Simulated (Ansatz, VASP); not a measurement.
Two plane-wave programs on Bi2Te3

```xyz
5
Lattice="2.1930 1.2661 10.1657 -2.1930 1.2661 10.1657 0.0000 -2.5323 10.1657" Properties=species:S:1:pos:R:3 pbc="T T T"
Bi    0.0000    0.0000   18.2982
Bi    0.0000    0.0000   12.1988
Te    0.0000    0.0000   24.1079
Te    0.0000    0.0000    6.3891
Te    0.0000    0.0000    0.0000
```

Alike in both runs: task relaxation of cell and atoms; functional LDA; k mesh 7 × 7 × 7; occupations fermi-dirac, width 0.05 eV; no spin polarisation.

```csv
,VASP,Ansatz
version,VASP 6.6.1,Ansatz 0.2.0
potentials or method,"VASP PAW LDA potentials, release 64 (Bi_d, Te)",Ansatz PAW
plane-wave cutoff (eV),600,420
valence electrons in the cell,48,78
```

```csv
,VASP,Ansatz,Ansatz less VASP
"gap on the k mesh at the Fermi level, each at its own relaxed structure (eV)",0.14,0.15,+0.013
relaxed volume (Å³/atom),32.74,32.69,-0.049
relaxed length of the cell vector where the two differ most in proportion (Å),10.270,10.269,-0.0007
```

LDA's correlation is that of Perdew and Zunger in VASP and of Perdew and Wang (1992) in Ansatz. VASP's potentials hold 48 valence electrons a cell and Ansatz's 78, so a difference there can come from the potentials and not from the codes.

Neither program's run includes spin-orbit coupling. Noted on Ansatz's run: odd divisions of the mesh miss points on the zone boundary, where band edges often lie, so the gap on the mesh can be too wide; the plane-wave basis is chosen anew once the cell has moved, so the energies of steps on either side of that aren't comparable.
